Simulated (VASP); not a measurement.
# Ge (Fd-3m) in VASP: a series of runs

Ge is run at these levels: LDA; tasks: single point, relaxation of cell and atoms.

Everything below comes from runs of VASP 6.6.1. Logs are shortened: lines on timing, memory, paths and dates and some standing lists are left out, and cuts for length are marked.

**1. The cell of the first run**

Symmetry: Fd-3m, No. 227, cubic system. The conventional cell has a = 5.658 Å, b = 5.658 Å, c = 5.658 Å, α = 90.00°, β = 90.00°, γ = 90.00°. Ge (site symmetry -43m) has 4 Ge at 2.45 Å within 3.2 Å.

**2. Single point, LDA**

Input file INCAR:

```
SYSTEM = Ge
PREC     = Accurate       ! precision mode
ENCUT    = 520            ! plane-wave cutoff, eV
EDIFF    = 1E-6           ! SCF threshold, eV
ISMEAR   = 0              ! smearing method
SIGMA    = 0.1            ! smearing width, eV
LREAL    = .False.        ! projectors in reciprocal space
LASPH    = .True.         ! aspherical terms in the spheres
NELM     = 100            ! most SCF steps
ALGO     = Normal         ! electronic algorithm
ISIF     = 2              ! what is computed and relaxed
LWAVE    = .False.        ! write WAVECAR
LCHARG   = .True.         ! write CHGCAR
GGA      = CA             ! functional
LELF     = .True.         ! ELF
LVHAR    = .True.       
NBANDS   = 21             ! bands
```

Input file KPOINTS:

```
Automatic mesh
0
Gamma
  6 6 6
  0 0 0
```

Input file POSCAR:

```
Ge
1.0
    0.0000000000      2.8290000000      2.8290000000
    2.8290000000      0.0000000000      2.8290000000
    2.8290000000      2.8290000000      0.0000000000
Ge
2
Direct
    0.0000000000      0.0000000000      0.0000000000
    0.2500000000      0.2500000000      0.2500000000
```

Potentials or basis: VASP PAW LDA potentials, release 64 (Ge_d).

Launch:

```bash
$ cat potpaw_LDA.64/Ge_d/POTCAR > POTCAR
$ mpirun -np 1 vasp_std > vasp.out
```

OUTCAR:

```text
SYSTEM = Ge
   PREC = Accurate
   ENCUT = 520
   EDIFF = 1E-6
   ISMEAR = 0
   LREAL = .False.
   LASPH = .True.
   NELM = 100
   ISIF = 2
   GGA = CA

 ion  position               nearest neighbor table
   1  0.000  0.000  0.000-   2 2.45   2 2.45   2 2.45   2 2.45
   2  0.250  0.250  0.250-   1 2.45   1 2.45   1 2.45   1 2.45

  LATTYP: Found a face centered cubic cell.
 ALAT       =     5.6580000000

  Lattice vectors:

 A1 = (   0.0000000000,   2.8290000000,   2.8290000000)
 A2 = (   2.8290000000,   0.0000000000,   2.8290000000)
 A3 = (   2.8290000000,   2.8290000000,   0.0000000000)

Analysis of symmetry for initial positions (statically):
=====================================================================
 Subroutine PRICEL returns:
 Original cell was already a primitive cell.

 Routine SETGRP: Setting up the symmetry group for a
 face centered cubic supercell.

 Subroutine GETGRP returns: Found 48 space group operations
 (whereof 24 operations were pure point group operations)
 out of a pool of 48 trial point group operations.

The static configuration has the point symmetry T_d .
 The point group associated with its full space group is O_h .

Analysis of symmetry for dynamics (positions and initial velocities):
=====================================================================
 Subroutine PRICEL returns:
 Original cell was already a primitive cell.

 Routine SETGRP: Setting up the symmetry group for a
 face centered cubic supercell.

 Subroutine GETGRP returns: Found 48 space group operations
 (whereof 24 operations were pure point group operations)
 out of a pool of 48 trial point group operations.

The dynamic configuration has the point symmetry T_d .
 The point group associated with its full space group is O_h .

 Subroutine INISYM returns: Found 48 space group operations
 (whereof 24 operations are pure point group operations),
 and found     1 'primitive' translations

----------------------------------------------------------------------------------------

                                     Primitive cell

  volume of cell :      45.2823

  direct lattice vectors                    reciprocal lattice vectors
     0.000000000  2.829000000  2.829000000    -0.176740898  0.176740898  0.176740898
     2.829000000  0.000000000  2.829000000     0.176740898 -0.176740898  0.176740898
     2.829000000  2.829000000  0.000000000     0.176740898  0.176740898 -0.176740898

  length of vectors
     4.000810168  4.000810168  4.000810168     0.306124215  0.306124215  0.306124215

  position of ions in fractional coordinates (direct lattice)
     0.000000000  0.000000000  0.000000000
     0.250000000  0.250000000  0.250000000

  ion indices of the primitive-cell ions
   primitive index   ion index
                 1           1
                 2           2

----------------------------------------------------------------------------------------

 KPOINTS: Automatic mesh

Automatic generation of k-mesh.
 Grid dimensions read from file:
 generate k-points for:    6    6    6

 Generating k-lattice:

  Cartesian coordinates                     Fractional coordinates (reciprocal lattice)
    -0.029456816  0.029456816  0.029456816     0.166666667  0.000000000  0.000000000
     0.029456816 -0.029456816  0.029456816     0.000000000  0.166666667  0.000000000
     0.029456816  0.029456816 -0.029456816     0.000000000  0.000000000  0.166666667

  Length of vectors
     0.051020702  0.051020702  0.051020702

  Shift w.r.t. Gamma in fractional coordinates (k-lattice)
     0.000000000  0.000000000  0.000000000

 Subroutine IBZKPT returns following result:
 ===========================================

 Found     16 irreducible k-points:

 Following reciprocal coordinates:
            Coordinates               Weight
  0.000000  0.000000  0.000000      1.000000
  0.166667  0.000000  0.000000      8.000000
  0.333333  0.000000  0.000000      8.000000
  0.500000  0.000000  0.000000      4.000000
  0.166667  0.166667  0.000000      6.000000
  0.333333  0.166667  0.000000     24.000000
[... 8 lines left out ...]
 -0.333333  0.333333  0.166667     24.000000
 -0.333333  0.500000  0.166667     12.000000
   k-points           NKPTS =     16   k-points in BZ     NKDIM =     16   number of bands    NBANDS=     21
   number of dos      NEDOS =    301   number of ions     NIONS =      2
   total plane-waves  NPLWV =  27000
   dimension x,y,z NGX =    30 NGY =   30 NGZ =   30
   dimension x,y,z NGXF=    60 NGYF=   60 NGZF=   60
   ions per type =               2
   NGX,Y,Z   is equivalent  to a cutoff of  12.47, 12.47, 12.47 a.u.
   NGXF,Y,Z  is equivalent  to a cutoff of  24.93, 24.93, 24.93 a.u.
 SYSTEM =  Ge
   PREC   = accura    normal or accurate (medium, high low for compatibility)
   ISTART =      0    job   : 0-new  1-cont  2-samecut
   ICHARG =      2    charge: 1-file 2-atom 10-const
   ISPIN  =      1    spin polarized calculation?
   LNONCOLLINEAR =      F non collinear calculations
   LSORBIT =      F    spin-orbit coupling
   LASPH  =      T    aspherical Exc in radial PAW
   ENCUT  =  520.0 eV  38.22 Ry    6.18 a.u.   7.44  7.44  7.44*2*pi/ulx,y,z
   NELM   =    100;   NELMIN=  2; NELMDL= -5     # of ELM steps
   EDIFF  = 0.1E-05   stopping-criterion for ELM
   LREAL  =      F    real-space projection
   EDIFFG = 0.1E-04   stopping-criterion for IOM
   NSW    =      0    number of steps for IOM
   IBRION =     -1    ionic relax: 0-MD 1-quasi-New 2-CG
   NFREE  =      0    steps in history (QN), initial steepest desc. (CG)
   ISIF   =      2    stress and relaxation
   ISYM   =      2    0-nonsym 1-usesym 2-fastsym
   POTIM  = 0.5000    time-step for ionic-motion
   TEBEG  =    0.0;   TEEND  =   0.0 temperature during run
   PSTRESS=    0.0 pullay stress
   NELECT =      28.0000    total number of electrons
   NUPDOWN=      -1.0000    fix difference up-down
   EMIN   =  10.00;   EMAX   =-10.00  energy-range for DOS
   EFERMI =   0.00;   METHOD = LEGACY
   ISMEAR =     0;   SIGMA  =   0.10  broadening in eV -4-tet -1-fermi 0-gaus
   EFERMI_NEDOS =   21; number of points for ismear=-14 and -15
   IALGO  =     38    algorithm
   IMIX   =      4    mixing-type and parameters
     AMIX     =   0.40;   BMIX     =  1.00
     AMIX_MAG =   1.60;   BMIX_MAG =  1.00
  volume/ion in A,a.u.               =      22.64       152.79
  Fermi-wavevector in a.u.,A,eV,Ry     =   1.394712  2.635624 26.466349  1.945222
  Thomas-Fermi vector in A             =   2.518235
   LORBIT       =      0    0 simple, 1 ext, 2 COOP (PROOUT), +10 PAW based schemes
   GGA     = CA    functional components
   LHFCALC =     F    Hartree Fock is set to
   AEXX    =    0.0000 exact exchange contribution
   IVDW    =     0    specifies the selected vdW correction
   LEPSILON=     F    determine dielectric tensor
   LRPA    =     F    only Hartree local field effects (RPA)
 non-spin polarized calculation
 Gauss-broadening in eV      SIGMA  =   0.10
  energy-cutoff  :      520.00
  volume of cell :       45.28
 maximum number of plane-waves:      1243
 NGX is ok and might be reduce to    30
   NGX = 15   NGY = 15   NGZ = 15

 number of electron      28.0000022 magnetization

 Free energy of the ion-electron system (eV)
  ---------------------------------------------------
  ext. energy  EPLUGINS =         0.00000000
  ---------------------------------------------------
  free energy    TOTEN  =       -10.34246931 eV

  energy without entropy =      -10.34100628  energy(sigma->0) =      -10.34173780

 E-fermi :   4.7248     XC(G=0): -10.2839

 val. band max:        4.5882370532   @ k =   0.0000   0.0000   0.0000
 cond. band min:       4.7320549896   @ k =   0.0000   0.0000   0.0000
 fundamental gap:      0.1438179364
 Fermi energy:         4.7248324937

 k-point     1 :       0.0000    0.0000    0.0000
  band No.  band energies     occupation
      1     -20.2037      2.00000
      2     -20.2037      2.00000
      3     -20.2037      2.00000
      4     -20.1672      2.00000
      5     -20.1672      2.00000
      6     -19.9565      2.00000
[... 13 lines left out ...]
     20      14.2757      0.00000
     21      14.2757      0.00000

 k-point     2 :       0.1667    0.0000    0.0000
  band No.  band energies     occupation
      1     -20.2155      2.00000
      2     -20.2155      2.00000
      3     -20.1994      2.00000
      4     -20.1498      2.00000
      5     -20.1498      2.00000
      6     -19.9736      2.00000
[... 13 lines left out ...]
     20      13.0860      0.00000
     21      13.0860      0.00000

 k-point     3 :       0.3333    0.0000    0.0000
  band No.  band energies     occupation
      1     -20.2258      2.00000
      2     -20.2258      2.00000
      3     -20.1905      2.00000
      4     -20.1307      2.00000
      5     -20.1307      2.00000
      6     -19.9879      2.00000
[... 13 lines left out ...]
     20      13.6960      0.00000
     21      13.6960      0.00000

 k-point     4 :       0.5000    0.0000    0.0000
  band No.  band energies     occupation
      1     -20.2282      2.00000
      2     -20.2282      2.00000
      3     -20.1859      2.00000
      4     -20.1252      2.00000
      5     -20.1252      2.00000
      6     -19.9912      2.00000
[... 13 lines left out ...]
     20      15.6386      0.00000
     21      15.8995      0.00000

 k-point     5 :       0.1667    0.1667    0.0000
  band No.  band energies     occupation
      1     -20.2132      2.00000
      2     -20.2132      2.00000
      3     -20.2125      2.00000
      4     -20.1515      2.00000
      5     -20.1298      2.00000
      6     -20.0073      2.00000
[... 13 lines left out ...]
     20      12.9473      0.00000
     21      14.7479      0.00000
[... 190 lines left out ...]
     20      16.1638      0.00000
     21      17.5566      0.00000

 k-point    14 :       0.5000    0.3333    0.1667
  band No.  band energies     occupation
      1     -20.2430      2.00000
      2     -20.2400      2.00000
      3     -20.1645      2.00000
      4     -20.1103      2.00000
      5     -20.0762      2.00000
      6     -20.0599      2.00000
[... 13 lines left out ...]
     20      14.5616      0.00000
     21      17.0111      0.00000

 k-point    15 :      -0.3333    0.3333    0.1667
  band No.  band energies     occupation
      1     -20.2531      2.00000
      2     -20.2428      2.00000
      3     -20.1424      2.00000
      4     -20.0923      2.00000
      5     -20.0698      2.00000
      6     -20.0617      2.00000
[... 13 lines left out ...]
     20      16.4530      0.00000
     21      16.5877      0.00000

 k-point    16 :      -0.3333    0.5000    0.1667
  band No.  band energies     occupation
      1     -20.2485      2.00000
      2     -20.2485      2.00000
      3     -20.1221      2.00000
      4     -20.1221      2.00000
      5     -20.0562      2.00000
      6     -20.0562      2.00000
[... 13 lines left out ...]
     20      15.6763      0.00000
     21      17.6234      0.00000

------------------------ aborting loop because EDIFF is reached ----------------------------------------

  FORCE on cell =-STRESS in cart. coord.  units (eV):
  Direction    XX          YY          ZZ          XY          YZ          ZX
  --------------------------------------------------------------------------------------
  -------------------------------------------------------------------------------------
  Total       -0.2769142     -0.2769142     -0.2769142     -0.0000000     -0.0000000      0.0000000
  in kB       -9.7977635     -9.7977635     -9.7977635     -0.0000000     -0.0000000      0.0000000
  external PRESSURE =      -9.7977635 kB  Pullay stress =       0.0000000 kB

 VOLUME and BASIS-vectors are now :
 -----------------------------------------------------------------------------
  energy-cutoff  :      520.00
  volume of cell :       45.28
      direct lattice vectors                 reciprocal lattice vectors
     0.000000000  2.829000000  2.829000000    -0.176740898  0.176740898  0.176740898
     2.829000000  0.000000000  2.829000000     0.176740898 -0.176740898  0.176740898
     2.829000000  2.829000000  0.000000000     0.176740898  0.176740898 -0.176740898

 POSITION                                       TOTAL-FORCE (eV/Angst)
 -----------------------------------------------------------------------------------
      0.00000      0.00000      0.00000        -0.000000     -0.000000      0.000000
      1.41450      1.41450      1.41450         0.000000      0.000000     -0.000000
 -----------------------------------------------------------------------------------
    total drift:                                0.000000      0.000000      0.000000

  FREE ENERGIE OF THE ION-ELECTRON SYSTEM (eV)
  ---------------------------------------------------
  free  energy   TOTEN  =       -10.3424693145 eV

  energy  without entropy=      -10.3410062839  energy(sigma->0) =      -10.34173780
```

Run time: 33 s. Hardware: 1 thread of AMD EPYC 7R13, shared host; peak memory 0.12 GiB.

What came out:

- Free energy: -10.3425 eV
- Pressure: -1.0 GPa
- Band gap on the k mesh: zero (filled and empty bands touch)

**3. Single point, LDA**

This run uses another cell than the first one, of 22.21 Å³/atom, 0.981 times its volume.

Input file INCAR:

```
SYSTEM = Ge
  PREC = Accurate
  ENCUT = 520
  EDIFF = 1E-6
  ISMEAR = 0
  SIGMA = 0.1
  LREAL = .FALSE.
  LASPH = .TRUE.
  NELM = 60
  ALGO = Normal
  ISIF = 2
  LWAVE = .FALSE.
  LCHARG = .TRUE.
  GGA = CA
  LELF = .TRUE.
  LVHAR = .TRUE.
  NBANDS = 21
```

Input file KPOINTS:

```
regular mesh
0
G
  12 12 12
  0 0 0
```

Input file POSCAR:

```
Ge
1.0
    0.0000000000      2.8108598683      2.8108598683
    2.8108598683      0.0000000000      2.8108598683
    2.8108598683      2.8108598683      0.0000000000
Ge
2
Direct
    0.0000000000      0.0000000000      0.0000000000
    0.2500000000      0.2500000000      0.2500000000
```

Potentials or basis: VASP PAW LDA potentials, release 64 (Ge_d).

Launch:

```bash
$ cat potpaw_LDA.64/Ge_d/POTCAR > POTCAR
$ mpirun -np 1 vasp_std > vasp.out
```

Run time: 2.2 min. Hardware: 1 thread of AMD EPYC 7R13, shared host; peak memory 0.15 GiB.

Results (log left out):

```
Free energy : -10.3911 eV
Pressure    : 0.2 GPa
```

Levels at points of the mesh, in eV from the Fermi level:
| k point | band 11 | band 12 | band 13 | band 14 | band 15 | band 16 | band 17 | band 18 |
| --- | --- | --- | --- | --- | --- | --- | --- | --- |
| (0.00, 0.00, 0.00) | -12.98 | -0.03 | -0.03 | -0.03 | 0.00 | 2.50 | 2.50 | 2.50 |
| (0.50, 0.00, 0.00) | -10.85 | -7.76 | -1.47 | -1.47 | 0.09 | 3.70 | 3.70 | 6.95 |
| (0.50, 0.50, 0.00) | -9.03 | -9.03 | -3.18 | -3.18 | 0.61 | 0.61 | 9.54 | 9.54 |

(Part 1 of 2 ends here.)
